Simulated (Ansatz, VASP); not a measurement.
One calculation of LiCl, two programs

```xyz
2
Lattice="0.0000 2.5322 2.5828 2.5322 0.0000 2.5828 2.5322 2.5322 0.0000" Properties=species:S:1:pos:R:3 pbc="T T T"
Li    0.0000    0.0000    0.0000
Cl    2.5322    2.5322    2.5828
```

Change from the starting cell: strain e3 = +0.02, atoms carried along.

Alike in both runs: task single point; functional PBEsol; k mesh 10 × 10 × 10; occupations gaussian, width 0.05 eV; no spin polarisation.

|  | VASP | Ansatz |
| --- | --- | --- |
| version | VASP 6.6.1 | Ansatz 0.2.0 |
| potentials or method | VASP PAW PBE potentials, release 64 (Li_sv, Cl), cutoff 520 eV | scalar-relativistic, plane waves, PAW |
| valence electrons in the cell | 10 | 10 |

Ansatz gave:

- gap on the k mesh at the Fermi level (eV): 6.20
- least direct gap on the mesh (eV): 6.20

Question: Which values does VASP return?

Answer: gap on the k mesh at the Fermi level (eV): 6.21; least direct gap on the mesh (eV): 6.21.

VASP's potentials were made for PBE, not for PBEsol. The functional is the same, so the differences come from potentials, cutoffs and numerics.

Noted on VASP's run: the cutoff is short for stress, so the pressure is rough.
